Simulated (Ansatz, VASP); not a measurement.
**Two plane-wave programs on Ga3Se**

File INCAR:

```
PREC = Accurate
ENCUT = 520
EDIFF = 1E-6
ISMEAR = 1
SIGMA = 0.1
LREAL = False
LASPH = True
NELM = 80
ALGO = Normal
ISIF = 2
LWAVE = False
LCHARG = True
GGA = RP
LELF = True
LVHAR = True
NBANDS = 30
```

KPOINTS

```
Automatic mesh
0
Gamma
  5 5 5
```

The input POSCAR:

```
Ga3Se
1.0
    4.4324650000      0.0000000000      0.0000000000
    0.0000000000      4.4324650000      0.0000000000
    0.0000000000      0.0000000000      4.4324650000
Ga Se
3 1
Direct
    0.0000000000      0.5000000000      0.5000000000
    0.5000000000      0.0000000000      0.5000000000
    0.5000000000      0.5000000000      0.0000000000
    0.0000000000      0.0000000000      0.0000000000
```

Input for Ansatz:

```yaml
crystal:
  lattice:
    - [4.432465, 0.0, 0.0]
    - [0.0, 4.432465, 0.0]
    - [0.0, 0.0, 4.432465]
  atoms:
    - { symbol: Ga, position: [0.0, 0.5, 0.5] }
    - { symbol: Ga, position: [0.5, 0.0, 0.5] }
    - { symbol: Ga, position: [0.5, 0.5, 0.0] }
    - { symbol: Se, position: [0.0, 0.0, 0.0] }
kpoints:
  mp_grid:
    grid: [5, 5, 5]
hamiltonian:
  xc: rpbe
scf:
  convergence:
    dr2_threshold: 1.0e-08
  occupations:
    method: cold
output:
  stress: true
```

Alike in both runs: task single point; functional RPBE; k mesh 5 × 5 × 5; no spin polarisation.

|  | VASP | Ansatz |
| --- | --- | --- |
| version | VASP 6.6.1 | Ansatz 0.2.0 |
| potentials or method | VASP PAW PBE potentials, release 64 (Ga_d, Se) | plane waves, PAW |
| plane-wave cutoff (eV) | 520 | 420 |
| occupations | methfessel-paxton of order 1, width 0.1 eV | cold |
| valence electrons in the cell | 45 | 55 |

```tsv
	VASP	Ansatz	Ansatz less VASP
pressure (GPa)	1.3	1.3	0.00
```

VASP's potentials were made for PBE, not for RPBE. VASP's potentials hold 45 valence electrons a cell and Ansatz's 55, so a difference there can come from the potentials and not from the codes. Ansatz's warnings: stress scf threshold loose.
